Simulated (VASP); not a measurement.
**S3O: single point with PBE+D3(BJ)**

The system is S3O.

```
S O
1.0
     6.19641    0.00000    0.00000
    -3.09820    5.36625    0.00000
     0.00000    0.00000    3.27886
S O
6 2
Direct
  0.17009 0.34019 0.25000
  0.65981 0.82991 0.25000
  0.17009 0.82991 0.25000
  0.82991 0.65981 0.75000
  0.34019 0.17009 0.75000
  0.82991 0.17009 0.75000
  0.33333 0.66667 0.75000
  0.66667 0.33333 0.25000
```

The cell was generated, and may not be a known phase.

| Item | Value |
| --- | --- |
| Program | VASP 6.6.1 |
| Task | single point |
| Functional | PBE |
| Dispersion | D3(BJ) |
| Potentials or basis | VASP PAW PBE potentials, release 64 (S, O) |
| Cutoff | 520 eV |
| k mesh | 6 × 6 × 4 |
| Occupations | gaussian, width 0.1 eV |
| Spin | collinear spin, ferromagnetic start |
| Starting moments | [0.0, 0.0, 0.0, 0.0, 0.0, 0.0, 1.0, 1.0] μB |

```json
{
  "Pressure": "-0.3 GPa",
  "Largest force": "0.024 eV/Å",
  "Band gap on the k mesh": "zero (filled and empty bands overlap)",
  "Net moment": "0.00 μB per cell",
  "Valence electrons inside the program's atomic spheres": "S 3.47; O 4.77",
  "Dispersion energy per atom": "-0.314 eV"
}
```

Forces in eV/Å, atoms in the order of the input:
```
S    0.000 -0.024  0.000
S    0.021  0.012  0.000
S   -0.021  0.012  0.000
S    0.000  0.024  0.000
S   -0.021 -0.012  0.000
S    0.021 -0.012  0.000
O    0.000  0.000  0.000
O    0.000  0.000  0.000
```

Stress tensor (GPa, compression positive):
```
-0.23  0.00  0.00
 0.00 -0.23  0.00
 0.00  0.00 -0.40
```

Levels at points of the mesh, in eV from the Fermi level:
Spin up:
```csv
k point,band 20,band 21,band 22,band 23,band 24,band 25,band 26,band 27,band 28,band 29
"(0.00, 0.00, 0.00)",-2.56,-1.78,-1.08,-0.73,-0.73,-0.25,-0.25,1.08,1.08,1.83
"(0.50, 0.00, 0.00)",-2.38,-1.28,-1.10,-0.21,-0.21,0.05,0.30,1.12,1.14,1.73
"(0.00, 0.00, 0.50)",-2.03,-0.72,-0.72,-0.41,-0.41,-0.41,-0.41,0.02,0.02,2.00
"(0.50, 0.00, 0.50)",-3.47,-1.86,-1.86,-0.84,-0.84,0.70,0.70,1.47,1.47,2.60
```
Spin down:
```
           k point  band 21  band 22  band 23  band 24  band 25  band 26  band 27  band 28
(0.00, 0.00, 0.00)    -1.78    -1.08    -0.72    -0.72    -0.25    -0.25     1.08     1.08
(0.50, 0.00, 0.00)    -1.28    -1.10    -0.21    -0.21     0.05     0.30     1.12     1.14
(0.00, 0.00, 0.50)    -0.72    -0.72    -0.41    -0.41    -0.41    -0.41     0.02     0.02
(0.50, 0.00, 0.50)    -1.86    -1.86    -0.84    -0.84     0.70     0.70     1.47     1.47
```

Wall time 4.1 min on 1 thread of Intel Xeon 8259CL, with other jobs on the host, peak memory 0.33 GiB.

Caveat: the k points lie up to 0.48 Å⁻¹ apart, too coarse for converged energies and pressures of a metal.
